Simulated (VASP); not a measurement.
A run of VASP 6.6.1:

Contents of INCAR:

```
SYSTEM = Tl
AGGAC = 1.0 ; AGGAX = 1.0
ALDAC = 0.0 ; ALDAX = 1.0
ALGO = Fast ; EDIFF = 1E-6
ENCUT = 520 ; GGA = B5
ISIF = 2 ; ISMEAR = -5
IVDW = 13 ; LASPH = .True.
LCHARG = .False. ; LREAL = .False.
LWAVE = .False. ; NBANDS = 12
NELM = 100 ; PREC = Accurate
SIGMA = 0.05 ; VDW_A1 = 0.44488865
VDW_A2 = 4.0933009 ; VDW_S6 = 1.0
VDW_S8 = 2.34076671
```

The input KPOINTS:

```
k-points
0
Gamma
  10 10 10
  0 0 0
```

Contents of POSCAR:

```
Tl
1.0
   -1.9559951735      1.9559951735      1.9559951735
    1.9559951735     -1.9559951735      1.9559951735
    1.9559951735      1.9559951735     -1.9559951735
Tl
1
Direct
    0.0000000000      0.0000000000      0.0000000000
```

Potentials or basis: VASP PAW PBE potentials, release 64 (Tl_d).

Run with:

```console
$ cat potpaw_PBE.64/Tl_d/POTCAR > POTCAR
$ mpirun -np 1 vasp_std > vasp.out
```

Hardware: 1 thread of Intel(R) Xeon(R) Platinum 8559C (Emerald Rapids), on a shared host.

**Question.** Estimate the wall time of this run.

**Answer.** Run time: 16 s on 1 thread of Intel(R) Xeon(R) Platinum 8559C (Emerald Rapids), with other jobs on the host, peak memory 0.16 GiB. Counts: scf iterations 12, k points 47.
